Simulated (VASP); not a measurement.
# LaPt3 (Pm-3m) in VASP: a series of runs

The runs below take LaPt3 through single point, with LDA.

Everything below comes from runs of VASP 6.6.1. Logs are shortened: lines on timing, memory, paths and dates and some standing lists are left out, and cuts for length are marked.

### 1 The cell of the first run

The structure is cubic, space group Pm-3m (No. 221). Conventional cell: a = 4.005 Å, b = 4.005 Å, c = 4.005 Å, α = 90.00°, β = 90.00°, γ = 90.00°. La (site symmetry m-3m) has 12 Pt at 2.83 Å within 3.7 Å. Within 3.7 Å of Pt (site symmetry 4/mmm) lie 4 La at 2.83 Å and 8 Pt at 2.83 Å.

### 2 Single point, LDA

INCAR

```
PREC = Accurate ; ENCUT = 520
EDIFF = 1E-6 ; ISMEAR = -1
SIGMA = 0.15 ; LREAL = False
LASPH = True ; NELM = 100
ALGO = Normal ; ISIF = 2
LWAVE = False ; LCHARG = False
NBANDS = 28
```

KPOINTS

```
regular mesh
0
Gamma
  6 6 6
```

POSCAR

```
LaPt3
1.0
    4.0054273341      0.0000000000      0.0000000000
    0.0000000000      4.0054273341      0.0000000000
    0.0000000000      0.0000000000      4.0054273341
La Pt
1 3
Direct
    0.0000000000      0.0000000000      0.0000000000
    0.0000000000      0.5000000000      0.5000000000
    0.5000000000      0.0000000000      0.5000000000
    0.5000000000      0.5000000000      0.0000000000
```

Potentials or basis: VASP PAW LDA potentials, release 64 (La, Pt).

On the command line:

```bash
$ cat potpaw_LDA.64/La/POTCAR potpaw_LDA.64/Pt/POTCAR > POTCAR
$ mpirun -np 1 vasp_std > vasp.out
```

OUTCAR:

```text
PREC = Accurate
   ENCUT = 520
   EDIFF = 1E-6
   ISMEAR = -1
   LREAL = False
   LASPH = True
   NELM = 100
   ISIF = 2

 ion  position               nearest neighbor table
   1  0.000  0.000  0.000-   2 2.83   3 2.83   4 2.83   2 2.83   3 2.83   2 2.83   4 2.83   2 2.83
                             3 2.83   4 2.83   3 2.83   4 2.83
   2  0.000  0.500  0.500-   1 2.83   3 2.83   4 2.83   1 2.83   4 2.83   1 2.83   3 2.83   1 2.83
                             3 2.83   4 2.83   4 2.83   3 2.83
   3  0.500  0.000  0.500-   1 2.83   2 2.83   4 2.83   1 2.83   4 2.83   2 2.83   4 2.83   4 2.83
                             1 2.83   2 2.83   1 2.83   2 2.83
   4  0.500  0.500  0.000-   1 2.83   2 2.83   3 2.83   2 2.83   3 2.83   1 2.83   3 2.83   3 2.83
                             1 2.83   2 2.83   2 2.83   1 2.83

  LATTYP: Found a simple cubic cell.
 ALAT       =     4.0054273341

  Lattice vectors:

 A1 = (   4.0054273341,   0.0000000000,   0.0000000000)
 A2 = (   0.0000000000,   4.0054273341,   0.0000000000)
 A3 = (   0.0000000000,   0.0000000000,   4.0054273341)

Analysis of symmetry for initial positions (statically):
=====================================================================
 Subroutine PRICEL returns:
 Original cell was already a primitive cell.

 Routine SETGRP: Setting up the symmetry group for a
 simple cubic supercell.

 Subroutine GETGRP returns: Found 48 space group operations
 (whereof 48 operations were pure point group operations)
 out of a pool of 48 trial point group operations.

The static configuration has the point symmetry O_h .

Analysis of symmetry for dynamics (positions and initial velocities):
=====================================================================
 Subroutine PRICEL returns:
 Original cell was already a primitive cell.

 Routine SETGRP: Setting up the symmetry group for a
 simple cubic supercell.

 Subroutine GETGRP returns: Found 48 space group operations
 (whereof 48 operations were pure point group operations)
 out of a pool of 48 trial point group operations.

The dynamic configuration has the point symmetry O_h .

 Subroutine INISYM returns: Found 48 space group operations
 (whereof 48 operations are pure point group operations),
 and found     1 'primitive' translations

----------------------------------------------------------------------------------------

                                     Primitive cell

  volume of cell :      64.2609

  direct lattice vectors                    reciprocal lattice vectors
     4.005427334  0.000000000  0.000000000     0.249661251  0.000000000  0.000000000
     0.000000000  4.005427334  0.000000000     0.000000000  0.249661251  0.000000000
     0.000000000  0.000000000  4.005427334     0.000000000  0.000000000  0.249661251

  length of vectors
     4.005427334  4.005427334  4.005427334     0.249661251  0.249661251  0.249661251

  position of ions in fractional coordinates (direct lattice)
     0.000000000  0.000000000  0.000000000
     0.000000000  0.500000000  0.500000000
     0.500000000  0.000000000  0.500000000
     0.500000000  0.500000000  0.000000000

  ion indices of the primitive-cell ions
   primitive index   ion index
                 1           1
                 2           2
                 3           3
                 4           4

----------------------------------------------------------------------------------------

 KPOINTS: regular mesh

Automatic generation of k-mesh.
 Grid dimensions read from file:
 generate k-points for:    6    6    6

 Generating k-lattice:

  Cartesian coordinates                     Fractional coordinates (reciprocal lattice)
     0.041610209  0.000000000  0.000000000     0.166666667  0.000000000  0.000000000
     0.000000000  0.041610209  0.000000000     0.000000000  0.166666667  0.000000000
     0.000000000  0.000000000  0.041610209     0.000000000  0.000000000  0.166666667

  Length of vectors
     0.041610209  0.041610209  0.041610209

  Shift w.r.t. Gamma in fractional coordinates (k-lattice)
     0.000000000  0.000000000  0.000000000

 Subroutine IBZKPT returns following result:
 ===========================================

 Found     20 irreducible k-points:

 Following reciprocal coordinates:
            Coordinates               Weight
  0.000000  0.000000  0.000000      1.000000
  0.166667  0.000000  0.000000      6.000000
  0.333333  0.000000  0.000000      6.000000
  0.500000  0.000000  0.000000      3.000000
  0.166667  0.166667  0.000000     12.000000
  0.333333  0.166667  0.000000     24.000000
[... 12 lines left out ...]
  0.500000  0.500000  0.333333      6.000000
  0.500000  0.500000  0.500000      1.000000
   k-points           NKPTS =     20   k-points in BZ     NKDIM =     20   number of bands    NBANDS=     28
   number of dos      NEDOS =    301   number of ions     NIONS =      4
   total plane-waves  NPLWV =  27000
   dimension x,y,z NGX =    30 NGY =   30 NGZ =   30
   dimension x,y,z NGXF=    60 NGYF=   60 NGZF=   60
   ions per type =               1   3
   NGX,Y,Z   is equivalent  to a cutoff of  12.45, 12.45, 12.45 a.u.
   NGXF,Y,Z  is equivalent  to a cutoff of  24.90, 24.90, 24.90 a.u.
 SYSTEM =  unknown system
   PREC   = accura    normal or accurate (medium, high low for compatibility)
   ISTART =      0    job   : 0-new  1-cont  2-samecut
   ICHARG =      2    charge: 1-file 2-atom 10-const
   ISPIN  =      1    spin polarized calculation?
   LNONCOLLINEAR =      F non collinear calculations
   LSORBIT =      F    spin-orbit coupling
   LASPH  =      T    aspherical Exc in radial PAW
   ENCUT  =  520.0 eV  38.22 Ry    6.18 a.u.   7.45  7.45  7.45*2*pi/ulx,y,z
   NELM   =    100;   NELMIN=  2; NELMDL= -5     # of ELM steps
   EDIFF  = 0.1E-05   stopping-criterion for ELM
   LREAL  =      F    real-space projection
   EDIFFG = 0.1E-04   stopping-criterion for IOM
   NSW    =      0    number of steps for IOM
   IBRION =     -1    ionic relax: 0-MD 1-quasi-New 2-CG
   NFREE  =      0    steps in history (QN), initial steepest desc. (CG)
   ISIF   =      2    stress and relaxation
   ISYM   =      2    0-nonsym 1-usesym 2-fastsym
   POTIM  = 0.5000    time-step for ionic-motion
   TEBEG  =    0.0;   TEEND  =   0.0 temperature during run
   PSTRESS=    0.0 pullay stress
   NELECT =      41.0000    total number of electrons
   NUPDOWN=      -1.0000    fix difference up-down
   EMIN   =  10.00;   EMAX   =-10.00  energy-range for DOS
   EFERMI =   0.00;   METHOD = LEGACY
   ISMEAR =    -1;   SIGMA  =   0.15  broadening in eV -4-tet -1-fermi 0-gaus
   EFERMI_NEDOS =   21; number of points for ismear=-14 and -15
   IALGO  =     38    algorithm
   IMIX   =      4    mixing-type and parameters
     AMIX     =   0.40;   BMIX     =  1.00
     AMIX_MAG =   1.60;   BMIX_MAG =  1.00
  volume/ion in A,a.u.               =      16.07       108.41
  Fermi-wavevector in a.u.,A,eV,Ry     =   1.409356  2.663296 27.025025  1.986283
  Thomas-Fermi vector in A             =   2.531420
   LORBIT       =      0    0 simple, 1 ext, 2 COOP (PROOUT), +10 PAW based schemes
   GGA     = CA    functional components
   LHFCALC =     F    Hartree Fock is set to
   AEXX    =    0.0000 exact exchange contribution
   IVDW    =     0    specifies the selected vdW correction
   LEPSILON=     F    determine dielectric tensor
   LRPA    =     F    only Hartree local field effects (RPA)
 non-spin polarized calculation
  energy-cutoff  :      520.00
  volume of cell :       64.26
 maximum number of plane-waves:      1755
 NGX is ok and might be reduce to    30
   NGX = 15   NGY = 15   NGZ = 15

 number of electron      41.0000003 magnetization

 Free energy of the ion-electron system (eV)
  ---------------------------------------------------
  ext. energy  EPLUGINS =         0.00000000
  ---------------------------------------------------
  free energy    TOTEN  =       -31.06379094 eV

  energy without entropy =      -30.93374728  energy(sigma->0) =      -30.99876911

 E-fermi :  12.3562     XC(G=0): -13.3988

 val. band max:       12.2897359788   @ k =   0.1667   0.1667   0.0000
 cond. band min:      12.4223958034   @ k =   0.1667   0.1667   0.1667
 fundamental gap:      0.1326598246
 Fermi energy:        12.3562313294

 k-point     1 :       0.0000    0.0000    0.0000
  band No.  band energies     occupation
      1     -18.4368      2.00000
      2      -2.4280      2.00000
      3      -2.4280      2.00000
      4      -2.4280      2.00000
      5       4.0409      2.00000
      6       5.6782      2.00000
[... 20 lines left out ...]
     27      16.3770      0.00000
     28      16.8055      0.00000

 k-point     2 :       0.1667    0.0000    0.0000
  band No.  band energies     occupation
      1     -18.4155      2.00000
      2      -2.7556      2.00000
      3      -2.4797      2.00000
      4      -2.4797      2.00000
      5       4.4822      2.00000
      6       5.9748      2.00000
[... 20 lines left out ...]
     27      16.4767      0.00000
     28      16.8122      0.00000

 k-point     3 :       0.3333    0.0000    0.0000
  band No.  band energies     occupation
      1     -18.3724      2.00000
      2      -3.3159      2.00000
      3      -2.5792      2.00000
      4      -2.5792      2.00000
      5       5.4924      2.00000
      6       6.7591      2.00000
[... 20 lines left out ...]
     27      16.4619      0.00000
     28      16.6942      0.00000

 k-point     4 :       0.5000    0.0000    0.0000
  band No.  band energies     occupation
      1     -18.3506      2.00000
      2      -3.5627      2.00000
      3      -2.6271      2.00000
      4      -2.6271      2.00000
      5       6.2394      2.00000
      6       7.0880      2.00000
[... 454 lines left out ...]
     27      16.5759      0.00000
     28      16.5988      0.00000

 k-point    19 :       0.5000    0.5000    0.3333
  band No.  band energies     occupation
      1     -18.3120      2.00000
      2      -2.9584      2.00000
      3      -2.9584      2.00000
      4      -2.8385      2.00000
      5       5.6998      2.00000
      6       5.8514      2.00000
[... 20 lines left out ...]
     27      16.4948      0.00000
     28      16.5843      0.00000

 k-point    20 :       0.5000    0.5000    0.5000
  band No.  band energies     occupation
      1     -18.3128      2.00000
      2      -2.8598      2.00000
      3      -2.8598      2.00000
      4      -2.8598      2.00000
      5       5.4669      2.00000
      6       5.4669      2.00000
[... 20 lines left out ...]
     27      16.4935      0.00000
     28      16.5116      0.00000

------------------------ aborting loop because EDIFF is reached ----------------------------------------

  FORCE on cell =-STRESS in cart. coord.  units (eV):
  Direction    XX          YY          ZZ          XY          YZ          ZX
  --------------------------------------------------------------------------------------
  -------------------------------------------------------------------------------------
  Total        9.4531147      9.4531147      9.4531147     -0.0000000     -0.0000000      0.0000000
  in kB      235.6887970    235.6887970    235.6887970     -0.0000000     -0.0000000      0.0000000
  external PRESSURE =     235.6887970 kB  Pullay stress =       0.0000000 kB

 VOLUME and BASIS-vectors are now :
 -----------------------------------------------------------------------------
  energy-cutoff  :      520.00
  volume of cell :       64.26
      direct lattice vectors                 reciprocal lattice vectors
     4.005427334  0.000000000  0.000000000     0.249661251  0.000000000  0.000000000
     0.000000000  4.005427334  0.000000000     0.000000000  0.249661251  0.000000000
     0.000000000  0.000000000  4.005427334     0.000000000  0.000000000  0.249661251

 POSITION                                       TOTAL-FORCE (eV/Angst)
 -----------------------------------------------------------------------------------
      0.00000      0.00000      0.00000         0.000000      0.000000      0.000000
      0.00000      2.00271      2.00271         0.000000      0.000000      0.000000
      2.00271      0.00000      2.00271         0.000000      0.000000      0.000000
      2.00271      2.00271      0.00000         0.000000      0.000000      0.000000
 -----------------------------------------------------------------------------------
    total drift:                                0.000000      0.000000     -0.000000

  FREE ENERGIE OF THE ION-ELECTRON SYSTEM (eV)
  ---------------------------------------------------
  free  energy   TOTEN  =       -31.0637909414 eV

  energy  without entropy=      -30.9337472829  energy(sigma->0) =      -30.99876911
```

It took 34 s on 1 thread of Intel Xeon Platinum 8488C (Sapphire Rapids), shared host; peak memory 0.17 GiB.

Results:

- Free energy: -31.0638 eV
- Pressure: 23.6 GPa

Levels at points of the mesh, in eV from the Fermi level:
| k point | band 17 | band 18 | band 19 | band 20 | band 21 | band 22 | band 23 | band 24 |
| --- | --- | --- | --- | --- | --- | --- | --- | --- |
| (0.00, 0.00, 0.00) | -0.24 | 0.32 | 0.32 | 0.32 | 2.84 | 2.84 | 2.84 | 3.68 |
| (0.50, 0.00, 0.00) | -2.04 | -2.04 | -1.66 | -1.02 | 0.33 | 2.27 | 2.27 | 3.73 |
| (0.50, 0.50, 0.00) | -2.29 | -2.08 | -2.08 | -1.75 | -1.04 | 2.18 | 2.18 | 3.60 |
| (0.50, 0.50, 0.50) | -0.84 | -0.14 | -0.14 | -0.14 | 2.85 | 2.85 | 2.85 | 3.05 |

Caveat: spin-orbit coupling is left out, which moves the levels of the heavy elements.

### 3 Single point, LDA

This run uses another cell than the first one, of 16.57 Å³/atom, 1.032 times its volume.

INCAR

```
ALGO = Normal ; EDIFF = 1E-6
ENCUT = 520 ; ISIF = 2
ISMEAR = -1 ; LASPH = True
LCHARG = True ; LELF = True
LREAL = False ; LVHAR = True
LWAVE = False ; NBANDS = 28
NELM = 80 ; PREC = Accurate
SIGMA = 0.15
```

KPOINTS

```
k-points
0
Gamma
  6 6 6
```

POSCAR

```
LaPt3
1.0
    4.0471535385      0.0000000000      0.0000000000
    0.0000000000      4.0471535385      0.0000000000
    0.0000000000      0.0000000000      4.0471535385
La Pt
1 3
Direct
    0.0000000000      0.0000000000      0.0000000000
    0.0000000000      0.5000000000      0.5000000000
    0.5000000000      0.0000000000      0.5000000000
    0.5000000000      0.5000000000      0.0000000000
```

Potentials or basis: VASP PAW LDA potentials, release 64 (La, Pt).

On the command line:

```bash
$ cat potpaw_LDA.64/La/POTCAR potpaw_LDA.64/Pt/POTCAR > POTCAR
$ mpirun -np 1 vasp_std > vasp.out
```

Run time: 38 s. Hardware: 1 thread of Intel Xeon Platinum 8488C (Sapphire Rapids), shared host; peak memory 0.18 GiB.

Results (log left out):

```
Free energy : -31.3078 eV
Pressure    : 15.0 GPa
```

Levels at points of the mesh, in eV from the Fermi level:
```
           k point  band 17  band 18  band 19  band 20  band 21  band 22  band 23  band 24
(0.00, 0.00, 0.00)    -0.25     0.29     0.29     0.29     2.81     2.81     2.81     3.63
(0.50, 0.00, 0.00)    -1.97    -1.97    -1.72    -0.98     0.29     2.26     2.26     3.63
(0.50, 0.50, 0.00)    -2.18    -2.04    -2.04    -1.67    -0.97     2.07     2.07     3.55
(0.50, 0.50, 0.50)    -0.71    -0.15    -0.15    -0.15     2.72     2.72     2.72     2.98
```

Caveat: spin-orbit coupling is left out, which moves the levels of the heavy elements.

### 4 Single point, LDA

This run uses another cell than the first one, of 17.08 Å³/atom, 1.063 times its volume.

INCAR

```
  PREC = Accurate
  ENCUT = 520
  EDIFF = 1E-7
  ISMEAR = -1
  SIGMA = 0.15
  LREAL = False
  LASPH = True
  NELM = 100
  ALGO = Normal
  ISIF = 2
  LWAVE = False
  LCHARG = True
  GGA = CA
  LELF = True
  LVHAR = True
  NBANDS = 28
```

KPOINTS

```
Automatic mesh
0
Gamma
  6 6 6
```

POSCAR

```
LaPt3
1.0
    4.0880366443      0.0000000000      0.0000000000
    0.0000000000      4.0880366443      0.0000000000
    0.0000000000      0.0000000000      4.0880366443
La Pt
1 3
Direct
    0.0000000000      0.0000000000      0.0000000000
    0.0000000000      0.5000000000      0.5000000000
    0.5000000000      0.0000000000      0.5000000000
    0.5000000000      0.5000000000      0.0000000000
```

On the command line:

```bash
$ cat potpaw_LDA.64/La/POTCAR potpaw_LDA.64/Pt/POTCAR > POTCAR
$ mpirun -np 1 vasp_std > vasp.out
```

It took 37 s on 1 thread of Intel Xeon Platinum 8488C (Sapphire Rapids), shared host; peak memory 0.18 GiB.

The run converged. Its results:

| Quantity | Value |
| --- | --- |
| Free energy | -31.4519 eV |
| Pressure | 7.8 GPa |

Levels at points of the mesh, in eV from the Fermi level:
| k point | band 17 | band 18 | band 19 | band 20 | band 21 | band 22 | band 23 | band 24 |
| --- | --- | --- | --- | --- | --- | --- | --- | --- |
| (0.00, 0.00, 0.00) | -0.25 | 0.26 | 0.26 | 0.26 | 2.78 | 2.78 | 2.78 | 3.57 |
| (0.50, 0.00, 0.00) | -1.91 | -1.91 | -1.75 | -0.94 | 0.26 | 2.25 | 2.25 | 3.53 |
| (0.50, 0.50, 0.00) | -2.09 | -2.00 | -2.00 | -1.60 | -0.90 | 1.96 | 1.96 | 3.50 |
| (0.50, 0.50, 0.50) | -0.60 | -0.16 | -0.16 | -0.16 | 2.60 | 2.60 | 2.60 | 2.90 |

Caveat: spin-orbit coupling is left out, which moves the levels of the heavy elements.

(Continued in part 2 of 2.)
